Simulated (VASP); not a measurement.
Set up this calculation in VASP 6.6.1, as the native input.

- Task: single point
- Functional: PBE
- Potentials or basis: VASP PAW PBE potentials, release 64 (Mg)
- Cutoff: 520 eV
- k mesh: 14 × 14 × 13
- Occupations: fermi-dirac, width 0.1 eV
- Spin: no spin polarisation
- Dipole correction: no
- Further INCAR settings: ALGO = Normal; EDIFF = 1e-07; NBANDS = 7

The structure of Mg lies in POSCAR:

```
Mg
1.0
    2.4013257785      0.0000000000      0.0000000000
   -1.2006628893      2.0796091269      0.0000000000
    0.0000000000      0.0000000000      2.2117096066
Mg
1
Direct
    0.0000000000      0.0000000000      0.0000000000
```

This cell differs from its parent crystal: volume scaled by 0.43.

One way to write it, as run:

INCAR

```
SYSTEM = Mg
PREC = Accurate
ENCUT = 520
EDIFF = 1E-7
ISMEAR = -1
SIGMA = 0.1
LREAL = .FALSE.
LASPH = .TRUE.
NELM = 80
ALGO = Normal
ISIF = 2
LWAVE = .FALSE.
LCHARG = .TRUE.
GGA = PE
LELF = .TRUE.
LVHAR = .TRUE.
NBANDS = 7
```

KPOINTS

```
regular mesh
0
G
  14 14 13
  0 0 0
```

Potentials or basis: VASP PAW PBE potentials, release 64 (Mg).

Launch:

```bash
$ cat potpaw_PBE.64/Mg/POTCAR > POTCAR
$ mpirun -np 1 vasp_std > vasp.out
```

Results of the run:

The pressure is 110.0 GPa and the band gap on the k mesh is zero (band 1 reaches 11.62 eV, above the bottom of band 2 at 6.22 eV).

Wall time 10 s on 1 thread of AMD EPYC 7R13 Processor (Zen 3), on a shared host, peak memory 0.09 GiB.
